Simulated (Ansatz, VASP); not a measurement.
One calculation of TiRh3, two programs

```
CELL_PARAMETERS angstrom
3.89696 0.00000 0.00000
0.00000 3.89696 0.00000
0.00000 0.00000 3.89696
ATOMIC_POSITIONS crystal
Ti 0.00000 0.00000 0.00000
Rh 0.00000 0.50000 0.50000
Rh 0.50000 0.00000 0.50000
Rh 0.50000 0.50000 0.00000
```

Change from the starting cell: volume scaled by 1.06.

Alike in both runs: task single point; functional LDA; k mesh 10 × 10 × 10; occupations fermi-dirac, width 0.03 eV; no spin polarisation.

```csv
,VASP,Ansatz
version,VASP 6.6.1,Ansatz 0.2.0
potentials or method,"VASP PAW LDA potentials, release 64 (Ti_sv, Rh_pv), cutoff 520 eV","all-electron LAPW, scalar-relativistic"
```

VASP gave:

* pressure (GPa): -21.2

Task: What did Ansatz give for the same quantities?

Result: Pressure (GPa): -21.7.

LDA's correlation is that of Perdew and Zunger in VASP and of Perdew and Wang (1992) in Ansatz. Ansatz ran all-electron here, and VASP with PAW potentials.
